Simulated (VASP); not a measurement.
A run of VASP 6.6.1 is set up as follows.

Contents of INCAR:

```
  PREC = Accurate
  ENCUT = 600
  EDIFF = 1E-6
  ISMEAR = 0
  SIGMA = 0.01
  LREAL = False
  LASPH = True
  NELM = 120
  ALGO = Normal
  ISIF = 2
  LWAVE = False
  LCHARG = True
  GGA = PS
  LELF = True
  LVHAR = True
  NBANDS = 14
  GGA_COMPAT = False
```

Contents of KPOINTS:

```
regular mesh
0
Gamma
  8 8 8
```

File POSCAR:

```
NaF
1.0
    0.0000000000      2.3802865178      2.3802865178
    2.3802865178      0.0000000000      2.3802865178
    2.3802865178      2.3802865178      0.0000000000
Na F
1 1
Direct
    0.0000000000      0.0000000000      0.0000000000
    0.5000000000      0.5000000000      0.5000000000
```

Potentials or basis: VASP PAW PBE potentials, release 64 (Na_pv, F).

Launch:

```bash
$ cat potpaw_PBE.64/Na_pv/POTCAR potpaw_PBE.64/F/POTCAR > POTCAR
$ mpirun -np 1 vasp_std > vasp.out
```

(1) Estimate the pressure.

(2) Predict the band gap on the k mesh.

## Answers

(1) -3.6 GPa.

(2) 5.76 eV.

Caveat: the cell stands under tension; the PAW data sets were made with another functional, which shifts forces and pressure a little.
